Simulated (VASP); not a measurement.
Runs of VASP 6.6.1 on Rb3ClO. The structure is cubic, space group Pm-3m (No. 221). The conventional cell has a = 5.534 Å, b = 5.534 Å, c = 5.534 Å, α = 90.00°, β = 90.00°, γ = 90.00°. Within 3.6 Å of Rb (site symmetry 4/mmm) lie 2 O at 2.77 Å. Cl (site symmetry m-3m) has 12 Rb at 3.91 Å and 8 O at 4.79 Å within 5.1 Å. O (site symmetry m-3m) has 6 Rb at 2.77 Å within 3.6 Å. 

```tsv
cell	gap on the mesh (eV)	pressure (GPa)
relaxed to 10 GPa	0.30	10.0
relaxed	(a)	0.0
relaxed to 5 GPa	0.28	5.0
relaxed to 20 GPa	0.38	20.0
```

Alike in all rows: task relaxation of cell and atoms; level LDA; potentials or basis VASP PAW LDA potentials, release 64 (Rb_sv, Cl, O); no spin polarisation; k mesh 4 × 4 × 4; cutoff (eV) 600; smearing gaussian 0.01 eV.

Question: Fill in the values left out.

Answer: (a) 0.26.

Caveats: semilocal functionals underestimate gaps, and a narrow one can read as zero; the cell is relaxed towards a set pressure, so the run minimises the enthalpy, not the energy (at least some runs).

A k mesh can miss the band edges, and the runs leave out spin-orbit coupling on Rb.
